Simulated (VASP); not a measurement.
Write the native input for VASP 6.6.1 that does the following.

```yaml
Task: single point
Functional: PBE
Potentials_or_basis: VASP PAW PBE potentials, release 64 (In_d, Se)
Cutoff: 520 eV
k_mesh: 4 × 4 × 4
Occupations: gaussian, width 0.1 eV
Spin: no spin polarisation
Dipole_correction: no
Further_INCAR_settings: ALGO = Normal; EDIFF = 1e-07; NBANDS = 30
```

The structure of In3Se lies in POSCAR:

```
In3Se
1.0
    5.0605743100      0.0000000000      0.0000000000
    0.0000000000      5.0605743100      0.0000000000
    0.0000000000      0.0000000000      5.0605743100
In Se
3 1
Direct
    0.0000000000      0.5000000000      0.5000000000
    0.5000000000      0.0000000000      0.5000000000
    0.5000000000      0.5000000000      0.0000000000
    0.0000000000      0.0000000000      0.0000000000
```

The cell was built from a structure type or drawn by symmetry, and may not be a known phase.

These files were run (other wordings do the same):

INCAR

```
SYSTEM = In3Se
  ALGO = Normal
  EDIFF = 1E-7
  ENCUT = 520
  GGA = PE
  ISIF = 2
  ISMEAR = 0
  LASPH = .TRUE.
  LCHARG = .TRUE.
  LELF = .TRUE.
  LREAL = .FALSE.
  LVHAR = .TRUE.
  LWAVE = .FALSE.
  NBANDS = 30
  NELM = 60
  PREC = Accurate
  SIGMA = 0.1
```

KPOINTS

```
k-points
0
G
  4 4 4
  0 0 0
```

Potentials or basis: VASP PAW PBE potentials, release 64 (In_d, Se).

Command:

```bash
$ cat potpaw_PBE.64/In_d/POTCAR potpaw_PBE.64/Se/POTCAR > POTCAR
$ mpirun -np 1 vasp_std > vasp.out
```

Results of the run:

```json
{
  "Pressure": "-3.5 GPa",
  "Band gap on the k mesh": "zero (an odd number of electrons rules out a gap without spin polarisation)"
}
```

Caveat: the cell stands under tension; spin-orbit coupling is left out, which moves the levels of the heavy elements.

Run time: 57 s on 1 thread of AMD EPYC 7R43 64-Core Processor (Zen 3), on a shared host, peak memory 0.21 GiB.
